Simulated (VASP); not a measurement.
ZnCu:

```xyz
2
Lattice="2.9450 0.0000 0.0000 0.0000 2.9450 0.0000 0.0000 0.0000 2.9450" Properties=species:S:1:pos:R:3 pbc="T T T"
Zn    1.4725    1.4725    1.4725
Cu    0.0000    0.0000    0.0000
```

* Program: VASP 6.6.1
* Task: relaxation of cell and atoms
* Functional: LDA
* Potentials or basis: VASP PAW LDA potentials, release 64 (Zn, Cu_sv_GW)
* Cutoff: 820 eV
* k mesh: 9 × 9 × 9
* Occupations: fermi-dirac, width 0.05 eV
* Spin: no spin polarisation

At the start: pressure -9.6 GPa; volume 12.77 Å³/atom.

Question: Where does the relaxation end?

Answer: Over 3 steps the energy falls by 28.8 meV/atom and the volume is 11.88 Å³/atom (-7.0 %); space group Pm-3m (No. 221, to 0.1 Å) before and after.

Step by step:
```
step  energy change (eV)  largest force (eV/Å)  pressure (GPa)  volume (Å³)
   1              0.0000                0.0000           -9.62        25.54
   2             -0.0375                0.0000            6.97        22.81
   3             -0.0576                0.0000           -0.02        23.76
```

Final structure:
```
Zn Cu
1.0
     2.87487    0.00000    0.00000
     0.00000    2.87487    0.00000
     0.00000    0.00000    2.87487
Zn Cu
1 1
Direct
  0.50000 0.50000 0.50000
  0.00000 0.00000 0.00000
```
